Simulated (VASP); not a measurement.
Here is a VASP 6.6.1 calculation.

INCAR

```
PREC = Accurate ; ENCUT = 500
EDIFF = 1E-6 ; ISMEAR = 0
SIGMA = 0.1 ; LREAL = False
LASPH = True ; NELM = 200
ALGO = Normal ; ISIF = 2
LWAVE = False ; LCHARG = True
ISPIN = 2 ; MAGMOM = 0 0
LORBIT = 11 ; GGA = PE
LELF = True ; LVHAR = True
NBANDS = 20 ; GGA_COMPAT = False
```

File KPOINTS:

```
regular mesh
0
Gamma
  4 4 4
```

POSCAR

```
ZnSe
1.0
    0.0000000000      2.8324425407      2.8324425407
    2.8324425407      0.0000000000      2.8324425407
    2.8324425407      2.8324425407      0.0000000000
Zn Se
1 1
Direct
    0.0000000000      0.0000000000      0.0000000000
    0.7500000000      0.7500000000      0.7500000000
```

Potentials or basis: VASP PAW PBE potentials, release 64 (Zn, Se).

Command:

```console
$ cat potpaw_PBE.64/Zn/POTCAR potpaw_PBE.64/Se/POTCAR > POTCAR
$ mpirun -np 1 vasp_std > vasp.out
```

(1) Predict the net moment.

(2) What does it give for the pressure?

(3) Predict the band gap on the k mesh.

Answers

(1) 0.00 μB per cell.

(2) 2.8 GPa.

(3) 1.28 eV, direct.

Caveat: the k points lie up to 0.48 Å⁻¹ apart.
